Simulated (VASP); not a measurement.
**Au: single point with PBEsol**

The system is Au.

```
Au
1.0
    -1.61584    1.61584    1.65727
     1.61584   -1.61584    1.65727
     1.61584    1.61584   -1.65727
Au
1
Direct
  0.00000 0.00000 0.00000
```

This cell differs from its parent crystal: strain -0.025 along x and y, +0.000 along z.

```yaml
Program: VASP 6.6.1
Task: single point
Functional: PBEsol
Potentials_or_basis: VASP PAW PBE potentials, release 64 (Au)
Cutoff: 520 eV
k_mesh: 20 × 20 × 20
Occupations: gaussian, width 0.15 eV
Spin: no spin polarisation
Dipole_correction: no
Further_INCAR_settings: ALGO = Fast; EDIFF = 1e-07; NBANDS = 12
```

```yaml
Pressure: -2.8 GPa
```

Levels at points of the mesh, in eV from the Fermi level:
```
           k point  band 2  band 3  band 4  band 5  band 6  band 7  band 8  band 9  band 10  band 11
(0.00, 0.00, 0.00)   -4.84   -4.84   -4.68   -2.99   -2.80   16.19   16.63   16.63    23.45    24.31
(0.50, 0.00, 0.00)   -5.80   -3.13   -2.69   -1.40   -0.69    3.39   12.44   13.95    21.85    22.10
(0.50, 0.50, 0.00)   -5.98   -2.90   -2.63   -1.36   -0.55    3.59   12.09   13.38    21.07    21.74
(0.50, 0.50, 0.50)   -6.71   -1.79   -1.74   -1.74    5.74    6.46    6.46    9.47    15.59    16.08
```

It took 48 s on 1 thread of Intel(R) Xeon(R) 6975P-C (Granite Rapids), with other jobs on the host, peak memory 0.24 GiB.

Caveat: the cell differs from its parent crystal (strain -0.025 along x and y, +0.000 along z); the PAW data sets were made with another functional, which shifts forces and pressure a little; spin-orbit coupling is left out, which moves the levels of the heavy elements.
